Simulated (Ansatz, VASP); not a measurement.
One calculation of Co, two programs

The input INCAR:

```
PREC = Accurate
ENCUT = 520
EDIFF = 1E-7
ISMEAR = -1
SIGMA = 0.1
LREAL = False
LASPH = True
NELM = 60
ALGO = Normal
ISIF = 2
LWAVE = False
LCHARG = False
GGA = RE
NBANDS = 20
```

Contents of KPOINTS:

```
regular mesh
0
Gamma
  10 10 15
```

POSCAR

```
Co
1.0
    3.9836977002      0.0000000000      0.0000000000
   -1.9918488501      3.4499834094      0.0000000000
    0.0000000000      0.0000000000      2.4426645063
Co
3
Direct
    0.0000000000      0.0000000000      0.0000000000
    0.3333333333      0.6666666667      0.5000000000
    0.6666666667      0.3333333333      0.5000000000
```

Input for Ansatz:

```yaml
crystal:
  lattice:
    - [3.9836977002, 0.0, 0.0]
    - [-1.9918488501, 3.4499834094, 0.0]
    - [0.0, 0.0, 2.4426645063]
  atoms:
    - { symbol: Co, position: [0.0, 0.0, 0.0] }
    - { symbol: Co, position: [0.3333333333, 0.6666666667, 0.5] }
    - { symbol: Co, position: [0.6666666667, 0.3333333333, 0.5] }
hamiltonian:
  xc: revpbe
  pseudopotentials:
    kind: paw
    azcp:
      Co: "pseudopotentials/Co.paw.azcp"
basis:
  ecutwfc: 420
  fft_grid_basis: typed
kpoints:
  mp_grid: { grid: [10, 10, 15], shift: [0, 0, 0] }
magnetization:
  spin_polarized: false
scf:
  occupations: { method: fermi_dirac, width: 0.1 }
  lower_state_search: "off"
output:
  stress: true
  write_density: true
  write_potential: true
  elf: true
  volumetric_format: npy
```

Alike in both runs: task single point; functional revPBE; k mesh 10 × 10 × 15; occupations fermi-dirac, width 0.1 eV; no spin polarisation.

|  | VASP | Ansatz |
| --- | --- | --- |
| version | VASP 6.6.1 | Ansatz 0.2.0 |
| potentials or method | VASP PAW PBE potentials, release 64 (Co), cutoff 520 eV | plane waves (420 eV) with PAW, scalar-relativistic |
| valence electrons in the cell | 27 | 51 |

|  | VASP | Ansatz | Ansatz less VASP |
| --- | --- | --- | --- |
| pressure (GPa) | -8.4 | -8.0 | +0.34 |
| traceless stress, the component that is largest in VASP (GPa) | 0.46 | 0.56 | +0.104 |

VASP's potentials were made for PBE, not for revPBE. VASP's potentials hold 27 valence electrons a cell and Ansatz's 51, so a difference there can come from the potentials and not from the codes.
